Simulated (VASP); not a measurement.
# Y (Fm-3m) in VASP: a series of runs, part 2 of 3

VASP 6.6.1.

### Step 3. Electric field gradients, LDA (volume scaled by 1.06)

Contents of INCAR:

```
SYSTEM = Y
ALGO = Normal ; EDIFF = 1E-8
ENCUT = 520 ; ISIF = 2
ISMEAR = -1 ; LASPH = .True.
LCHARG = .False. ; LEFG = .True.
LREAL = .False. ; LWAVE = .False.
NBANDS = 12 ; NELM = 80
PREC = Accurate ; SIGMA = 0.05
```

Contents of KPOINTS:

```
k-points
0
Gamma
  13 13 13
  0 0 0
```

Contents of POSCAR:

```
Y
1.0
    0.0000000000      2.5337378637      2.5337378637
    2.5337378637      0.0000000000      2.5337378637
    2.5337378637      2.5337378637      0.0000000000
Y
1
Direct
    0.0000000000      0.0000000000      0.0000000000
```

Potentials or basis: VASP PAW LDA potentials, release 64 (Y_sv).

On the command line:

```
cat potpaw_LDA.64/Y_sv/POTCAR > POTCAR
mpirun -np 1 vasp_std > vasp.out
```

OUTCAR:

```text
SYSTEM = Y
   EDIFF = 1E-8
   ENCUT = 520
   ISIF = 2
   ISMEAR = -1
   LASPH = .True.
   LREAL = .False.
   NELM = 80
   PREC = Accurate

 ion  position               nearest neighbor table
   1  0.000  0.000  0.000-

  LATTYP: Found a face centered cubic cell.
 ALAT       =     5.0674757274

  Lattice vectors:

 A1 = (   0.0000000000,   2.5337378637,   2.5337378637)
 A2 = (   2.5337378637,   0.0000000000,   2.5337378637)
 A3 = (   2.5337378637,   2.5337378637,   0.0000000000)

Analysis of symmetry for initial positions (statically):
=====================================================================
 Subroutine PRICEL returns:
 Original cell was already a primitive cell.

 Routine SETGRP: Setting up the symmetry group for a
 face centered cubic supercell.

 Subroutine GETGRP returns: Found 48 space group operations
 (whereof 48 operations were pure point group operations)
 out of a pool of 48 trial point group operations.

The static configuration has the point symmetry O_h .

Analysis of symmetry for dynamics (positions and initial velocities):
=====================================================================
 Subroutine PRICEL returns:
 Original cell was already a primitive cell.

 Routine SETGRP: Setting up the symmetry group for a
 face centered cubic supercell.

 Subroutine GETGRP returns: Found 48 space group operations
 (whereof 48 operations were pure point group operations)
 out of a pool of 48 trial point group operations.

The dynamic configuration has the point symmetry O_h .

 Subroutine INISYM returns: Found 48 space group operations
[... 150 lines left out ...]
  band No.  band energies     occupation
      1     -39.5252      2.00000
      2     -19.3411      2.00000
      3     -19.3411      2.00000
      4     -19.3411      2.00000
      5      -1.8182      2.00000
      6       4.6507      0.00000
      7       4.6507      0.00000
      8       4.6507      0.00000
      9       6.6433      0.00000
     10       6.6433      0.00000
     11      11.9685      0.00000
     12      15.1840      0.00000
[... 331 lines left out ...]
 k-point    24 :       0.4615    0.1538    0.0000
  band No.  band energies     occupation
      1     -39.4563      2.00000
      2     -19.8475      2.00000
      3     -19.4816      2.00000
      4     -19.4474      2.00000
      5       1.2159      2.00000
      6       3.0560      0.13527
      7       4.0585      0.00000
      8       5.0490      0.00000
      9       7.8582      0.00000
     10       8.1695      0.00000
     11      10.6900      0.00000
     12      13.1637      0.00000

 [... further k-points ...]
[... 5 lines left out ...]
  --------------------------------------------------------------------------------------
  -------------------------------------------------------------------------------------
  Total       -0.7993879     -0.7993879     -0.7993879     -0.0000000      0.0000000      0.0000000
  in kB      -39.3688844    -39.3688844    -39.3688844     -0.0000000      0.0000000      0.0000000
  external PRESSURE =     -39.3688844 kB  Pullay stress =       0.0000000 kB

 VOLUME and BASIS-vectors are now :
 -----------------------------------------------------------------------------
  energy-cutoff  :      520.00
  volume of cell :       32.53
      direct lattice vectors                 reciprocal lattice vectors
     0.000000000  2.533737864  2.533737864    -0.197336910  0.197336910  0.197336910
     2.533737864  0.000000000  2.533737864     0.197336910 -0.197336910  0.197336910
     2.533737864  2.533737864  0.000000000     0.197336910  0.197336910 -0.197336910

 POSITION                                       TOTAL-FORCE (eV/Angst)
 -----------------------------------------------------------------------------------
      0.00000      0.00000      0.00000         0.000000      0.000000      0.000000
 -----------------------------------------------------------------------------------
    total drift:                               -0.000000     -0.000000     -0.000000

  FREE ENERGIE OF THE ION-ELECTRON SYSTEM (eV)
  ---------------------------------------------------
  free  energy   TOTEN  =        -6.9038483571 eV

  energy  without entropy=       -6.8913564814  energy(sigma->0) =       -6.89760242

 Electric field gradients (V/A^2)
---------------------------------------------------------------------
 ion       V_xx      V_yy      V_zz      V_xy      V_xz      V_yz
---------------------------------------------------------------------
   1      -0.000     0.000    -0.000    -0.000    -0.000    -0.000
---------------------------------------------------------------------

 Electric field gradients after diagonalization (V/A^2)
 (convention: |V_zz| > |V_xx| > |V_yy|)
----------------------------------------------------------------------
 ion       V_xx      V_yy      V_zz     asymmetry (V_yy - V_xx)/ V_zz
----------------------------------------------------------------------
   1       0.000     0.000    -0.000       0.000
----------------------------------------------------------------------

           NMR quadrupolar parameters

 Cq : quadrupolar parameter    Cq=e*Q*V_zz/h
 eta: asymmetry parameters     (V_yy - V_xx)/ V_zz
 Q  : nuclear electric quadrupole moment in mb (millibarn)
----------------------------------------------------------------------
 ion       Cq(MHz)       eta       Q (mb)
----------------------------------------------------------------------
   1      -0.000       0.000       1.000
----------------------------------------------------------------------
```

OSZICAR:

```text
N       E                     dE             d eps       ncg     rms          rms(c)
DAV:   1     0.246519312308E+02    0.24652E+02   -0.56486E+03  2024   0.830E+02
DAV:   2    -0.582416311728E+01   -0.30476E+02   -0.29700E+02  2436   0.165E+02
DAV:   3    -0.708798237959E+01   -0.12638E+01   -0.12439E+01  2972   0.217E+01
DAV:   4    -0.711505169244E+01   -0.27069E-01   -0.27043E-01  2316   0.290E+00
DAV:   5    -0.711540169335E+01   -0.35000E-03   -0.34997E-03  2652   0.288E-01    0.222E+01
DAV:   6    -0.694322460798E+01    0.17218E+00   -0.19392E-01  2160   0.283E+00    0.135E+01
DAV:   7    -0.690802564809E+01    0.35199E-01   -0.26515E-01  2400   0.323E+00    0.108E+00
DAV:   8    -0.690393223105E+01    0.40934E-02   -0.31068E-02  2352   0.137E+00    0.164E-01
DAV:   9    -0.690384899048E+01    0.83241E-04   -0.89899E-04  2420   0.243E-01    0.542E-02
DAV:  10    -0.690384829738E+01    0.69310E-06   -0.49739E-05  2376   0.619E-02    0.187E-02
DAV:  11    -0.690384836629E+01   -0.68916E-07   -0.75543E-06  2320   0.243E-02    0.132E-02
DAV:  12    -0.690384835760E+01    0.86934E-08   -0.87007E-07  2228   0.839E-03    0.340E-03
DAV:  13    -0.690384835706E+01    0.53569E-09   -0.53200E-08  2604   0.189E-03
   1 F= -.69038484E+01 E0= -.68976024E+01  d E =-.124919E-01
```

stdout:

```text
POSCAR found type information on POSCAR Y
 POSCAR found :  1 types and       1 ions
 scaLAPACK will be used
 LDA part: xc-table for (Slater(with rela. corr.)+CA(PZ))
 , standard interpolation
 POSCAR, INCAR and KPOINTS ok, starting setup
 FFT: planning ... GRIDC
 FFT: planning ... GRID_SOFT
 FFT: planning ... GRID
 WAVECAR not read
 entering main loop
ion   1
```

It took 28 s on 1 thread of Intel Xeon 6975P-C (Granite Rapids), shared host; peak memory 0.17 GiB.

Results:

```
Free energy : -6.9038 eV
Pressure    : -3.9 GPa
```

Caveat: without QUAD_EFG the Cq values of the log hold for a quadrupole moment of 1 mb, not for the nuclei.

(Continued in part 3 of 3.)
